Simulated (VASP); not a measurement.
Input of a VASP 6.6.1 run:

Contents of POSCAR:

```
GaN
1.0
    0.0000000000      2.2535006075      2.2535006075
    2.2535006075      0.0000000000      2.2535006075
    2.2535006075      2.2535006075      0.0000000000
Ga N
1 1
Direct
    0.0000000000      0.0000000000      0.0000000000
    0.7500000000      0.7500000000      0.7500000000
```

INCAR.step1

```
SYSTEM = GaN
ALGO     = Normal         ! electronic algorithm
EDIFF    = 1E-4           ! SCF threshold, eV
ENCUT    = 520            ! plane-wave cutoff, eV
GGA      = PE             ! functional
ISMEAR   = 0              ! smearing method
LASPH    = .True.         ! aspherical terms in the spheres
LCHARG   = .False.        ! write CHGCAR
LREAL    = .False.        ! projectors in reciprocal space
LWAVE    = .True.         ! write WAVECAR
NBANDS   = 16             ! bands
NELM     = 100            ! most SCF steps
PREC     = Accurate       ! precision mode
SIGMA    = 0.1            ! smearing width, eV
```

INCAR.step2

```
SYSTEM = GaN
ALGO     = Normal         ! electronic algorithm
EDIFF    = 1E-7           ! SCF threshold, eV
ENCUT    = 520            ! plane-wave cutoff, eV
ISIF     = 2              ! what is computed and relaxed
ISMEAR   = 0              ! smearing method
ISTART   = 1            
LASPH    = .True.         ! aspherical terms in the spheres
LCHARG   = .True.         ! write CHGCAR
LELF     = .True.         ! ELF
LMIXTAU  = .True.       
LREAL    = .False.        ! projectors in reciprocal space
LVHAR    = .True.       
LWAVE    = .False.        ! write WAVECAR
METAGGA  = R2SCAN         ! meta-GGA
NBANDS   = 16             ! bands
NELM     = 100            ! most SCF steps
PREC     = Accurate       ! precision mode
SIGMA    = 0.1            ! smearing width, eV
```

KPOINTS

```
k-points
0
Gamma
  8 8 8
  0 0 0
```

Potentials or basis: VASP PAW PBE potentials, release 64 (Ga_d, N).

Run with:

```bash
$ cat potpaw_PBE.64/Ga_d/POTCAR potpaw_PBE.64/N/POTCAR > POTCAR
$ cp INCAR.step1 INCAR
$ mpirun -np 1 vasp_std > vasp.out
$ cp INCAR.step2 INCAR
$ mpirun -np 1 vasp_std > vasp.out
```

Task: What does it give for the pressure?

Result: -0.1 GPa.

Task: Predict the band gap on the k mesh.

Result: 2.12 eV.

Caveat: the PAW data sets were made with another functional, which shifts forces and pressure a little.
